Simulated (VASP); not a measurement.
A run of VASP 6.6.1 is set up as follows.

INCAR

```
SYSTEM = TiO2
ALGO     = Normal         ! electronic algorithm
EDIFF    = 1E-6           ! SCF threshold, eV
EDIFFG   = -0.04          ! ionic threshold
ENCUT    = 600            ! plane-wave cutoff, eV
GGA      = PE             ! functional
IBRION   = 2              ! ionic algorithm
ISIF     = 3              ! what is computed and relaxed
ISMEAR   = 0              ! smearing method
ISPIN    = 2              ! spin polarisation
IVDW     = 12             ! dispersion correction
LASPH    = .TRUE.         ! aspherical terms in the spheres
LCHARG   = .FALSE.        ! write CHGCAR
LMAXMIX  = 4              ! l up to which the mixer works
LORBIT   = 11             ! projections on sites
LREAL    = .FALSE.        ! projectors in reciprocal space
LWAVE    = .FALSE.        ! write WAVECAR
MAGMOM   = 1 1 0 0 0 0    ! initial moments
NELM     = 150            ! most SCF steps
NSW      = 90             ! ionic steps
PREC     = Accurate       ! precision mode
SIGMA    = 0.1            ! smearing width, eV
```

File KPOINTS:

```
k-points
0
G
  6 6 2
  0 0 0
```

The input POSCAR:

```
TiO2
1.0
    2.8769479800      0.0000000000      0.0000000000
   -1.4384739900      2.4915100300      0.0000000000
    0.0000000000      0.0000000000     10.1663045700
Ti O
2 4
Direct
    0.6666666700      0.3333333300      0.7500000000
    0.3333333300      0.6666666700      0.2500000000
    0.3333333300      0.6666666700      0.8716347700
    0.3333333300      0.6666666700      0.6283652300
    0.6666666700      0.3333333300      0.1283652300
    0.6666666700      0.3333333300      0.3716347700
```

Potentials or basis: VASP PAW PBE potentials, release 64 (Ti_sv, O).

Launch:

```sh
$ cat potpaw_PBE.64/Ti_sv/POTCAR potpaw_PBE.64/O/POTCAR > POTCAR
$ mpirun -np 1 vasp_std > vasp.out
```

Q: What does it give for the relaxed cell?

A: a = 2.873 Å, b = 2.873 Å, c = 9.434 Å, α = 90.00°, β = 90.00°, γ = 120.00°.

Q: Predict the space group after relaxing (to 0.1 Å).

A: P6_3/mmc (No. 194).

Q: What does it give for the relaxed volume?

A: 11.24 Å³/atom.

Stress tensor (GPa, compression positive):
```
 0.00  0.00  0.00
 0.00  0.00  0.00
 0.00  0.00 -0.49
```

Caveat: the k points lie up to 0.42 Å⁻¹ apart in the final cell.
